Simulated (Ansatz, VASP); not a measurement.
**One calculation of BN, two programs**

```
CELL_PARAMETERS angstrom
0.00000 1.81300 1.81300
1.81300 0.00000 1.81300
1.81300 1.81300 0.00000
ATOMIC_POSITIONS crystal
B 0.97075 0.02925 0.00000
N 0.75000 0.75000 0.75000
```

Change from the starting cell: all B atoms moved +0.075 Å, as atom 1 along Cartesian [1 -1 0].

Alike in both runs: task single point; functional PBE; k mesh 12 × 12 × 12; occupations gaussian, width 0.05 eV; no spin polarisation.

|  | VASP | Ansatz |
| --- | --- | --- |
| version | VASP 6.6.1 | Ansatz 0.2.0 |
| potentials or method | VASP PAW PBE potentials, release 64 (B, N), cutoff 520 eV | scalar-relativistic, plane waves, PAW |
| valence electrons in the cell | 8 | 8 |

Ansatz gave:

| Quantity | Value |
| --- | --- |
| gap on the k mesh at the Fermi level (eV) | 3.78 |
| least direct gap on the mesh (eV) | 7.72 |
| pressure (GPa) | 1.2 |
| traceless stress, the component that is largest in VASP (GPa) | -1.75 |
| rms of the force components (eV/Å) | 1.031 |

Problem. Estimate VASP's values.

Solution. gap on the k mesh at the Fermi level (eV): 3.77; least direct gap on the mesh (eV): 7.71; pressure (GPa): 1.4; traceless stress, the component that is largest in VASP (GPa): -1.75; rms of the force components (eV/Å): 1.036.

Atom by atom the forces differ by 0.005 eV/Å (rms over components).
